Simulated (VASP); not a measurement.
**NaCl: single point with PBE**

Crystal: NaCl.

```
Na Cl
1.0
     0.00000    2.59462    3.37301
     2.59462    0.00000    3.37301
     2.59462    2.59462    0.00000
Na Cl
1 1
Direct
  0.00000 0.00000 0.00000
  0.50000 0.50000 0.50000
```

This cell differs from its parent crystal: ratio of the length along z to the lengths across it x 1.3, volume and fractional coordinates fixed.

```yaml
Program: VASP 6.6.1
Task: single point
Functional: PBE
Potentials_or_basis: VASP PAW PBE potentials, release 64 (Na_pv, Cl)
Cutoff: 520 eV
k_mesh: 8 × 8 × 8
Occupations: gaussian, width 0.05 eV
Spin: no spin polarisation
Dipole_correction: no
Further_INCAR_settings: ALGO = Normal; EDIFF = 1e-07; NBANDS = 14
```

```yaml
Pressure: 4.2 GPa
Band_gap_on_the_k_mesh: 5.11 eV
```

Stress tensor (GPa, compression positive):
```
 7.15  0.00  0.00
 0.00  7.15  0.00
 0.00  0.00 -1.68
```

Levels at points of the mesh, in eV from the valence-band top:
| k point | band 3 | band 4 | band 5 | band 6 | band 7 | band 8 | band 9 | band 10 | band 11 | band 12 |
| --- | --- | --- | --- | --- | --- | --- | --- | --- | --- | --- |
| (0.00, 0.00, 0.00) | -20.66 | -12.71 | -0.10 | 0.00 | 0.00 | 5.11 | 10.12 | 11.76 | 12.11 | 12.11 |
| (0.50, 0.00, 0.00) | -20.66 | -12.32 | -2.00 | -0.46 | -0.09 | 7.20 | 10.38 | 10.40 | 12.43 | 15.23 |
| (0.50, 0.50, 0.00) | -20.66 | -12.51 | -1.63 | -0.23 | -0.23 | 8.01 | 8.74 | 9.70 | 15.46 | 16.12 |
| (0.50, 0.00, 0.50) | -20.69 | -12.22 | -1.62 | -1.14 | -0.34 | 7.82 | 8.10 | 11.99 | 12.85 | 14.10 |

Wall time 52 s on 1 thread of Intel Xeon 8259CL, on a shared host, peak memory 0.18 GiB.

Caveat: the cell stands under pressure. A k mesh can miss the band edges.
